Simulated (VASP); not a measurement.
Input of a VASP 6.6.1 run:

INCAR

```
SYSTEM = CaO
  PREC = Accurate
  ENCUT = 520
  EDIFF = 1E-6
  ISMEAR = -1
  SIGMA = 0.2241
  LREAL = Auto
  LASPH = .TRUE.
  NELM = 100
  ALGO = Normal
  ISIF = 2
  LWAVE = .FALSE.
  LCHARG = .TRUE.
  GGA = PE
  LELF = .TRUE.
  LVHAR = .TRUE.
  NBANDS = 78
```

The input KPOINTS:

```
Automatic mesh
0
Gamma
  2 2 2
  0.5 0.5 0.5
```

File POSCAR:

```
CaO
1.0
    4.1208372650      0.0000000000     -4.9392951980
    4.1208372650      0.0000000000      4.9392951980
   -0.0000000001     -7.1374995127      0.0000000000
Ca O
8 8
Direct
    0.8900515223      0.6868901481      0.1595089426
    0.6083321293      0.4254973394      0.6607847737
    0.3964179532      0.0897201472      0.1808395220
    0.0628771573      0.8165518924      0.6403091155
    0.4126831532      0.6293249932      0.3190988659
    0.1127864692      0.3099931477      0.8759503225
    0.8721031098      0.1356865050      0.3460674142
    0.6416841640      0.9123835141      0.8191101085
    0.1366220688      0.3084141901      0.1861674383
    0.8663045869      0.1348002214      0.6526244929
    0.5852055201      0.8563464311      0.1499959472
    0.3817523635      0.6396589977      0.6478670845
    0.0814616900      0.9011308609      0.3404667133
    0.8895703679      0.5836370435      0.8516530179
    0.6535284766      0.4109161297      0.3110725256
    0.4132314593      0.1499463249      0.8559720374
```

Potentials or basis: VASP PAW PBE potentials, release 64 (Ca_sv, O).

Command:

```bash
$ cat potpaw_PBE.64/Ca_sv/POTCAR potpaw_PBE.64/O/POTCAR > POTCAR
$ mpirun -np 1 vasp_std > vasp.out
```

(1) Estimate the band gap on the k mesh.

(2) Predict the pressure.

## Answers

(1) 3.04 eV (least direct gap 3.13 eV).

(2) -0.6 GPa.

Caveat: the atoms stand as in a frame of molecular dynamics; a shifted mesh leaves out Γ, where band edges can lie; forces of over 1 eV/Å act on the atoms, so gaps and moduli don't describe the material at rest.
